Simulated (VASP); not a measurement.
# Zn4HSe4 (a cell with a defect) in VASP: further runs

Zn4HSe4 (a cell with a defect) is run at these levels: PBEsol; tasks: single point.

Program: VASP 6.6.1. These are calculated values, not measurements. Logs are shortened: lines on timing, memory, paths and dates and some standing lists are left out, and cuts for length are marked.

## 1. The cell of the first run

The cell holds a defect, 9 atoms: a = 5.693 Å, b = 5.693 Å, c = 6.849 Å, α = 114.56°, β = 114.56°, γ = 90.00°.

## 2. Single point, PBEsol

File INCAR:

```
PREC = Accurate ; ENCUT = 520
EDIFF = 1E-7 ; ISMEAR = 0
SIGMA = 0.05 ; LREAL = F
LASPH = T ; NELM = 80
ALGO = Normal ; ISIF = 2
LWAVE = F ; LCHARG = F
GGA = PS ; NBANDS = 46
NELECT = 72.0
```

File KPOINTS:

```
regular mesh
0
Gamma
  6 6 6
```

File POSCAR:

```
Zn4HSe4
1.0
   -4.0256375597     -4.0256375597      0.0000000000
   -4.0256375597      4.0256375597      0.0000000000
    4.0256375597      0.0000000000     -5.5406228226
Zn Se H
4 4 1
Direct
    0.4802057217      0.4925594939     -0.0091946498
   -0.0074405061     -0.0197942783     -0.0091946498
   -0.0112701947      0.4887298053     -0.0036022203
    0.5710575324      0.0710575324      0.0605047504
    0.1161246206      0.6161246206      0.7187614811
    0.6090376618      0.1090376618      0.7305846519
    0.8701221732      0.8619736457      0.2665068456
    0.3619736457      0.3701221732      0.2665068456
   -0.1148402167      0.3851597833     -0.4406036084
```

Potentials or basis: VASP PAW PBE potentials, release 64 (Zn, Se, H).

Run with:

```bash
cat potpaw_PBE.64/Zn/POTCAR potpaw_PBE.64/Se/POTCAR potpaw_PBE.64/H/POTCAR > POTCAR
mpirun -np 1 vasp_std > vasp.out
```

OUTCAR:

```text
PREC = Accurate
   ENCUT = 520
   EDIFF = 1E-7
   ISMEAR = 0
   LREAL = F
   LASPH = T
   NELM = 80
   ISIF = 2
   GGA = PS
   NELECT = 72.0

 ion  position               nearest neighbor table
   1  0.480  0.493  0.991-   7 2.48   5 2.48   6 2.52   8 2.58   4 2.65   3 2.81   3 2.88
   2  0.993  0.980  0.991-   8 2.48   5 2.48   6 2.52   7 2.58   4 2.65   3 2.81   3 2.88
   3  0.989  0.489  0.996-   6 2.47   7 2.48   8 2.48   5 2.64   1 2.81   2 2.81   2 2.88   1 2.88

   4  0.571  0.071  0.061-   7 2.39   8 2.39   6 2.45   2 2.65   1 2.65
   5  0.116  0.616  0.719-   9 1.50   2 2.48   1 2.48   3 2.64
   6  0.609  0.109  0.731-   4 2.45   3 2.47   1 2.52   2 2.52
   7  0.870  0.862  0.267-   4 2.39   1 2.48   3 2.48   2 2.58
   8  0.362  0.370  0.267-   4 2.39   2 2.48   3 2.48   1 2.58
   9  0.885  0.385  0.559-   5 1.50

  LATTYP: Found a body centered tetragonal cell.
 ALAT       =     5.6931112341
 C/A-ratio  =     1.9464305526

  Lattice vectors:

 A1 = (   0.0000000000,  -4.0256375597,   5.5406228226)
 A2 = (   0.0000000000,   4.0256375597,   5.5406228226)
 A3 = (  -4.0256375597,   0.0000000000,  -5.5406228226)

Analysis of symmetry for initial positions (statically):
=====================================================================
 Subroutine PRICEL returns:
 Original cell was already a primitive cell.

 Routine SETGRP: Setting up the symmetry group for a
 body centered tetragonal supercell.

 Subroutine GETGRP returns: Found  2 space group operations
 (whereof  1 operations were pure point group operations)
 out of a pool of 16 trial point group operations.

The static configuration has the point symmetry C_1 .
 The point group associated with its full space group is C_1h.

Analysis of symmetry for dynamics (positions and initial velocities):
=====================================================================
 Subroutine PRICEL returns:
 Original cell was already a primitive cell.

 Routine SETGRP: Setting up the symmetry group for a
 body centered tetragonal supercell.

 Subroutine GETGRP returns: Found  2 space group operations
 (whereof  1 operations were pure point group operations)
 out of a pool of 16 trial point group operations.

The dynamic configuration has the point symmetry C_1 .
 The point group associated with its full space group is C_1h.

 Subroutine INISYM returns: Found  2 space group operations
 (whereof  1 operations are pure point group operations),
 and found     1 'primitive' translations

----------------------------------------------------------------------------------------

                                     Primitive cell

  volume of cell :     179.5800

  direct lattice vectors                    reciprocal lattice vectors
    -4.025637560 -4.025637560  0.000000000    -0.124203929 -0.124203929 -0.090242562
    -4.025637560  4.025637560  0.000000000    -0.124203929  0.124203929 -0.090242562
     4.025637560  0.000000000 -5.540622823     0.000000000  0.000000000 -0.180485125

  length of vectors
     5.693111234  5.693111234  6.848668413     0.197476459  0.197476459  0.180485125

  position of ions in fractional coordinates (direct lattice)
     0.480205722  0.492559494  0.990805350
     0.992559494  0.980205722  0.990805350
     0.988729805  0.488729805  0.996397780
     0.571057532  0.071057532  0.060504750
     0.116124621  0.616124621  0.718761481
     0.609037662  0.109037662  0.730584652
     0.870122173  0.861973646  0.266506846
     0.361973646  0.370122173  0.266506846
     0.885159783  0.385159783  0.559396392

  ion indices of the primitive-cell ions
   primitive index   ion index
                 1           1
                 2           2
                 3           3
                 4           4
                 5           5
                 6           6
                 7           7
                 8           8
                 9           9

----------------------------------------------------------------------------------------

 KPOINTS: regular mesh

Automatic generation of k-mesh.
 Grid dimensions read from file:
 generate k-points for:    6    6    6

 Generating k-lattice:

  Cartesian coordinates                     Fractional coordinates (reciprocal lattice)
    -0.020700655 -0.020700655 -0.015040427     0.166666667  0.000000000  0.000000000
    -0.020700655  0.020700655 -0.015040427     0.000000000  0.166666667  0.000000000
     0.000000000  0.000000000 -0.030080854     0.000000000  0.000000000  0.166666667

  Length of vectors
     0.032912743  0.032912743  0.030080854

  Shift w.r.t. Gamma in fractional coordinates (k-lattice)
     0.000000000  0.000000000  0.000000000

 Subroutine IBZKPT returns following result:
 ===========================================

 Found     68 irreducible k-points:

 Following reciprocal coordinates:
            Coordinates               Weight
  0.000000  0.000000  0.000000      1.000000
  0.166667  0.000000  0.000000      4.000000
  0.000000 -0.166667  0.166667      4.000000
  0.333333  0.000000  0.000000      4.000000
  0.000000 -0.333333  0.333333      4.000000
  0.500000  0.000000  0.000000      2.000000
[... 16 lines left out ...]
 -0.166667  0.166667  0.000000      2.000000
  0.166667  0.166667 -0.166667      2.000000
 [... further k-points ...]
   k-points           NKPTS =     68   k-points in BZ     NKDIM =     68   number of bands    NBANDS=     46
   number of dos      NEDOS =    301   number of ions     NIONS =      9
   total plane-waves  NPLWV =  95256
   dimension x,y,z NGX =    42 NGY =   42 NGZ =   54
   dimension x,y,z NGXF=    84 NGYF=   84 NGZF=  108
   ions per type =               4   4   1
   NGX,Y,Z   is equivalent  to a cutoff of  12.26, 12.26, 13.11 a.u.
   NGXF,Y,Z  is equivalent  to a cutoff of  24.53, 24.53, 26.22 a.u.
 SYSTEM =  unknown system
   PREC   = accura    normal or accurate (medium, high low for compatibility)
   ISTART =      0    job   : 0-new  1-cont  2-samecut
   ICHARG =      2    charge: 1-file 2-atom 10-const
   ISPIN  =      1    spin polarized calculation?
   LNONCOLLINEAR =      F non collinear calculations
   LSORBIT =      F    spin-orbit coupling
   LASPH  =      T    aspherical Exc in radial PAW
   ENCUT  =  520.0 eV  38.22 Ry    6.18 a.u.  10.59 10.59 12.73*2*pi/ulx,y,z
   NELM   =     80;   NELMIN=  2; NELMDL= -5     # of ELM steps
   EDIFF  = 0.1E-06   stopping-criterion for ELM
   LREAL  =      F    real-space projection
   EDIFFG = 0.1E-05   stopping-criterion for IOM
   NSW    =      0    number of steps for IOM
   IBRION =     -1    ionic relax: 0-MD 1-quasi-New 2-CG
   NFREE  =      0    steps in history (QN), initial steepest desc. (CG)
   ISIF   =      2    stress and relaxation
   ISYM   =      2    0-nonsym 1-usesym 2-fastsym
   POTIM  = 0.5000    time-step for ionic-motion
   TEBEG  =    0.0;   TEEND  =   0.0 temperature during run
   PSTRESS=    0.0 pullay stress
   NELECT =      72.0000    total number of electrons
   NUPDOWN=      -1.0000    fix difference up-down
   EMIN   =  10.00;   EMAX   =-10.00  energy-range for DOS
   EFERMI =   0.00;   METHOD = LEGACY
   ISMEAR =     0;   SIGMA  =   0.05  broadening in eV -4-tet -1-fermi 0-gaus
   EFERMI_NEDOS =   21; number of points for ismear=-14 and -15
   IALGO  =     38    algorithm
   IMIX   =      4    mixing-type and parameters
     AMIX     =   0.40;   BMIX     =  1.00
     AMIX_MAG =   1.60;   BMIX_MAG =  1.00
  volume/ion in A,a.u.               =      19.95       134.65
  Fermi-wavevector in a.u.,A,eV,Ry     =   1.207164  2.281210 19.827028  1.457245
  Thomas-Fermi vector in A             =   2.342810
   LORBIT       =      0    0 simple, 1 ext, 2 COOP (PROOUT), +10 PAW based schemes
   GGA     = PS    functional components
   LHFCALC =     F    Hartree Fock is set to
   AEXX    =    0.0000 exact exchange contribution
   IVDW    =     0    specifies the selected vdW correction
   LEPSILON=     F    determine dielectric tensor
   LRPA    =     F    only Hartree local field effects (RPA)
 non-spin polarized calculation
 Gauss-broadening in eV      SIGMA  =   0.05
  energy-cutoff  :      520.00
  volume of cell :      179.58
 maximum number of plane-waves:      4858
   NGX = 21   NGY = 21   NGZ = 25

 number of electron      71.9999974 magnetization

 Free energy of the ion-electron system (eV)
  ---------------------------------------------------
  ext. energy  EPLUGINS =         0.00000000
  ---------------------------------------------------
  free energy    TOTEN  =       -30.55573635 eV

  energy without entropy =      -30.55573635  energy(sigma->0) =      -30.55573635

 E-fermi :   1.8442     XC(G=0):  -9.5734

 val. band max:        1.6157315445   @ k =   0.0000   0.0000   0.0000
 cond. band min:       3.1771518474   @ k =   0.0000   0.0000   0.0000
 fundamental gap:      1.5614203028
 Fermi energy:         1.8441655034

 k-point     1 :       0.0000    0.0000    0.0000
  band No.  band energies     occupation
      1     -12.0934      2.00000
      2     -11.0918      2.00000
      3     -10.6097      2.00000
      4     -10.4752      2.00000
      5      -5.4973      2.00000
      6      -5.4071      2.00000
[... 38 lines left out ...]
     45       7.2676      0.00000
     46       7.5155      0.00000

 k-point     2 :       0.1667    0.0000    0.0000
  band No.  band energies     occupation
      1     -12.0331      2.00000
      2     -11.1081      2.00000
      3     -10.6541      2.00000
      4     -10.5008      2.00000
      5      -5.4785      2.00000
      6      -5.4025      2.00000
[... 38 lines left out ...]
     45       7.4375      0.00000
     46       7.6676      0.00000

 k-point     3 :       0.0000   -0.1667    0.1667
  band No.  band energies     occupation
      1     -12.0351      2.00000
      2     -11.1038      2.00000
      3     -10.6540      2.00000
      4     -10.5023      2.00000
      5      -5.4718      2.00000
      6      -5.4017      2.00000
[... 1018 lines left out ...]
     45       7.3690      0.00000
     46       7.9616      0.00000

 k-point    24 :       0.1667    0.1667   -0.1667
  band No.  band energies     occupation
      1     -12.0031      2.00000
      2     -11.1066      2.00000
      3     -10.6802      2.00000
      4     -10.5097      2.00000
      5      -5.4518      2.00000
      6      -5.3789      2.00000
[... 38 lines left out ...]
     45       7.4574      0.00000
     46       7.7736      0.00000

 [... further k-points ...]
[... 5 lines left out ...]
  --------------------------------------------------------------------------------------
  -------------------------------------------------------------------------------------
  Total       -5.8867778     -4.9224300     -6.3272194      0.0000000      0.0000000      0.1119524
  in kB      -52.5206751    -43.9169536    -56.4502091      0.0000000      0.0000000      0.9988173
  external PRESSURE =     -50.9626126 kB  Pullay stress =       0.0000000 kB

 VOLUME and BASIS-vectors are now :
 -----------------------------------------------------------------------------
  energy-cutoff  :      520.00
  volume of cell :      179.58
      direct lattice vectors                 reciprocal lattice vectors
    -4.025637560 -4.025637560  0.000000000    -0.124203929 -0.124203929 -0.090242562
    -4.025637560  4.025637560  0.000000000    -0.124203929  0.124203929 -0.090242562
     4.025637560  0.000000000 -5.540622823     0.000000000  0.000000000 -0.180485125

 POSITION                                       TOTAL-FORCE (eV/Angst)
 -----------------------------------------------------------------------------------
      0.07262      0.04973     -5.48968        -0.005511      0.010991      0.001255
     -3.95301     -0.04973     -5.48968        -0.005511     -0.010991      0.001255
     -1.93658     -2.01282     -5.52066        -0.003988      0.000000      0.000650
     -2.34135     -2.01282     -0.33523         0.013483      0.000000      0.001676
     -0.05430      2.01282     -3.98239        -0.037714      0.000000     -0.000358
      0.05036     -2.01282     -4.04789         0.003116      0.000000      0.064677
     -5.89993     -0.03280     -1.47661         0.000811     -0.013680     -0.049456
     -1.87429      0.03280     -1.47661         0.000811      0.013680     -0.049456
     -2.86192     -2.01282     -3.09940         0.034504      0.000000      0.029756
 -----------------------------------------------------------------------------------
    total drift:                               -0.002184     -0.000000     -0.001521

  FREE ENERGIE OF THE ION-ELECTRON SYSTEM (eV)
  ---------------------------------------------------
  free  energy   TOTEN  =       -30.5557363511 eV

  energy  without entropy=      -30.5557363511  energy(sigma->0) =      -30.55573635
```

It took 6.7 min on 1 thread of AMD EPYC 9R45 (Zen 5), shared host; peak memory 0.57 GiB.

Results:

| Quantity | Value |
| --- | --- |
| Free energy | -30.5557 eV |
| Largest force | 0.065 eV/Å |

Forces in eV/Å, atoms in the order of the input:
```
Zn  -0.006  0.011  0.001
Zn  -0.006 -0.011  0.001
Zn  -0.004  0.000  0.001
Zn   0.013  0.000  0.002
Se  -0.038  0.000  0.000
Se   0.003  0.000  0.065
Se   0.001 -0.014 -0.049
Se   0.001  0.014 -0.049
H    0.035  0.000  0.030
```

Caveat: the cell carries a net charge on a neutralising background, which shifts energy and pressure; the cell is charged against a uniform background, so pressure and absolute levels hang on convention; the PAW data sets were made with another functional, which shifts forces and pressure a little.

[end of part 1 of 2]
